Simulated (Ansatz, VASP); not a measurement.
# Si in VASP and in Ansatz

The input INCAR:

```
PREC = Accurate
ENCUT = 500
EDIFF = 1E-6
ISMEAR = 0
SIGMA = 0.1
LREAL = False
LASPH = True
NELM = 120
ALGO = Normal
ISIF = 2
LWAVE = False
LCHARG = False
GGA = PE
IVDW = 12
NBANDS = 11
GGA_COMPAT = False
```

The input KPOINTS:

```
Automatic mesh
0
Gamma
  6 6 6
```

The input POSCAR:

```
Si
1.0
    0.0000000000      2.7218511865      2.7218511865
    2.7218511865      0.0000000000      2.7218511865
    2.7218511865      2.7218511865      0.0000000000
Si
2
Direct
    0.2500000000      0.2500000000      0.2500000000
    0.0000000000      0.0000000000      0.0000000000
```

Input for Ansatz:

```yaml
crystal:
  lattice:
    - [0.0, 2.7218511865, 2.7218511865]
    - [2.7218511865, 0.0, 2.7218511865]
    - [2.7218511865, 2.7218511865, 0.0]
  atoms:
    - { symbol: Si, position: [0.25, 0.25, 0.25] }
    - { symbol: Si, position: [0.0, 0.0, 0.0] }
basis:
  ecutwfc: 420
kpoints:
  mp_grid: { grid: [6, 6, 6] }
hamiltonian:
  xc: pbe
  dispersion: d3bj
scf:
  occupations: { method: gaussian, width: 0.1 }
output:
  forces: true
  stress: true
  eigenvalues: true
```

Alike in both runs: task single point; functional PBE; dispersion D3(BJ); k mesh 6 × 6 × 6; occupations gaussian, width 0.1 eV; no spin polarisation.

|  | VASP | Ansatz |
| --- | --- | --- |
| version | VASP 6.6.1 | Ansatz 0.2.0 |
| potentials or method | VASP PAW PBE potentials, release 64 (Si), cutoff 500 eV | scalar-relativistic, plane waves, PAW |
| valence electrons in the cell | 8 | 8 |

VASP gave:

- gap on the k mesh at the Fermi level (eV): 0.72
- least direct gap on the mesh (eV): 2.56
- pressure (GPa): -1.1

**Question.** Estimate Ansatz's values.

**Answer.** gap on the k mesh at the Fermi level (eV): 0.72; least direct gap on the mesh (eV): 2.55; pressure (GPa): -1.0.
